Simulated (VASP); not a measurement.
Set up this calculation in VASP 6.6.1, as the native input.

| Item | Value |
| --- | --- |
| Task | single point |
| Functional | r2SCAN |
| Potentials or basis | VASP PAW PBE potentials, release 64 (Zn, O) |
| Cutoff | 520 eV |
| k mesh | 12 × 12 × 6 |
| Occupations | gaussian, width 0.02 eV |
| Spin | no spin polarisation |
| Dipole correction | no |
| Further INCAR settings | ALGO = Normal; EDIFF = 1e-06; NBANDS = 26 |

ZnO:

```
CELL_PARAMETERS angstrom
3.23487 0.00000 0.00000
-1.61743 2.80148 0.00000
0.00000 0.00000 5.21231
ATOMIC_POSITIONS crystal
Zn 0.66667 0.33333 0.50043
Zn 0.33333 0.66667 0.00043
O 0.66667 0.33333 0.87988
O 0.33333 0.66667 0.37988
```

One way to write it, as run:

POSCAR

```
ZnO
1.0
    3.2348691750      0.0000000000      0.0000000000
   -1.6174345875      2.8014788834      0.0000000000
    0.0000000000      0.0000000000      5.2123118262
Zn O
2 2
Direct
    0.6666666667      0.3333333333      0.5004294571
    0.3333333333      0.6666666667      0.0004294571
    0.6666666667      0.3333333333      0.8798805429
    0.3333333333      0.6666666667      0.3798805429
```

INCAR.step1

```
PREC = Accurate
ENCUT = 520
ISMEAR = 0
SIGMA = 0.02
LREAL = False
LASPH = True
NELM = 100
NBANDS = 26
GGA = PE
ALGO = Normal
EDIFF = 1E-4
LWAVE = True
LCHARG = False
```

INCAR.step2

```
PREC = Accurate
ENCUT = 520
EDIFF = 1E-6
ISMEAR = 0
SIGMA = 0.02
LREAL = False
LASPH = True
NELM = 100
ALGO = Normal
ISIF = 2
LWAVE = False
LCHARG = False
METAGGA = R2SCAN
LMIXTAU = True
NBANDS = 26
ISTART = 1
```

KPOINTS

```
Automatic mesh
0
Gamma
  12 12 6
```

Potentials or basis: VASP PAW PBE potentials, release 64 (Zn, O).

Run with:

```sh
$ cat potpaw_PBE.64/Zn/POTCAR potpaw_PBE.64/O/POTCAR > POTCAR
$ cp INCAR.step1 INCAR
$ mpirun -np 1 vasp_std > vasp.out
$ cp INCAR.step2 INCAR
$ mpirun -np 1 vasp_std > vasp.out
```

It gave:

```
Pressure               : 1.0 GPa
Largest force          : 0.015 eV/Å
Band gap on the k mesh : 1.23 eV, direct
```

Caveat: the PAW data sets were made with another functional, which shifts forces and pressure a little.

Run time: 95 s on 1 thread of Intel(R) Xeon(R) 6975P-C (Granite Rapids), on a shared host, peak memory 0.22 GiB.
